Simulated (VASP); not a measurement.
Runs of VASP 6.6.1 on P. The structure is that of space group Pm-3m (No. 221), or close to it. The cells are those of the table. This isn't the form of P at room conditions, which is orthorhombic.

```tsv
cell	k mesh	gap on the mesh (eV)	pressure (GPa)
a = 2.410 Å, 1 atom	18 × 18 × 18	none	0.0
a = 2.410 Å, 1 atom	17 × 17 × 17	none	-0.2
a = 2.394 Å, 1 atom	18 × 18 × 18	none	(a)
a = 2.426 Å, 1 atom	18 × 18 × 18	none	-2.1
```

Alike in all rows: task single point; level LDA; potentials or basis VASP PAW LDA potentials, release 64 (P); no spin polarisation; cutoff (eV) 520; smearing fermi-dirac 0.02 eV.

Question: Estimate the missing entries.

Answer: (a) 2.7.

A gap of «none» marks levels without a gap at the run's occupations.
